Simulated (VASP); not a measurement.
Set up this calculation in VASP 6.6.1, as the native input.

```yaml
Task: single point
Functional: PBE
Potentials_or_basis: VASP PAW PBE potentials, release 64 (Hf_pv, O)
Cutoff: 520 eV
k_mesh: 8 × 8 × 8
Occupations: gaussian, width 0.05 eV
Spin: no spin polarisation
Dipole_correction: no
Further_INCAR_settings: ALGO = Normal; EDIFF = 1e-06; NBANDS = 18
```

The structure of HfO2 lies in POSCAR:

```
HfO2
1.0
    0.0705290372      2.6508596678      2.6508596678
    2.6508596678      0.0705290372      2.6508596678
    2.6508596678      2.6508596678      0.0705290372
Hf O
1 2
Direct
    0.0000000000      0.0000000000      0.0000000000
    0.2500000000      0.2500000000      0.2500000000
    0.7500000000      0.7500000000      0.7500000000
```

The input as run:

INCAR

```
ALGO = Normal ; EDIFF = 1E-6
ENCUT = 520 ; GGA = PE
ISIF = 2 ; ISMEAR = 0
LASPH = T ; LCHARG = T
LELF = T ; LREAL = F
LVHAR = T ; LWAVE = F
NBANDS = 18 ; NELM = 80
PREC = Accurate ; SIGMA = 0.05
```

KPOINTS

```
k-points
0
Gamma
  8 8 8
```

Potentials or basis: VASP PAW PBE potentials, release 64 (Hf_pv, O).

The run is started by

```console
$ cat potpaw_PBE.64/Hf_pv/POTCAR potpaw_PBE.64/O/POTCAR > POTCAR
$ mpirun -np 1 vasp_std > vasp.out
```

It gave:

The pressure is -18.7 GPa and the largest force is 0.076 eV/Å. The band gap on the k mesh is 3.56 eV.

Caveat: the cell stands under tension; spin-orbit coupling is left out, which moves the levels of the heavy elements.

Run time: 54 s on 1 thread of Intel Xeon 8259CL (shared host), peak memory 0.18 GiB.
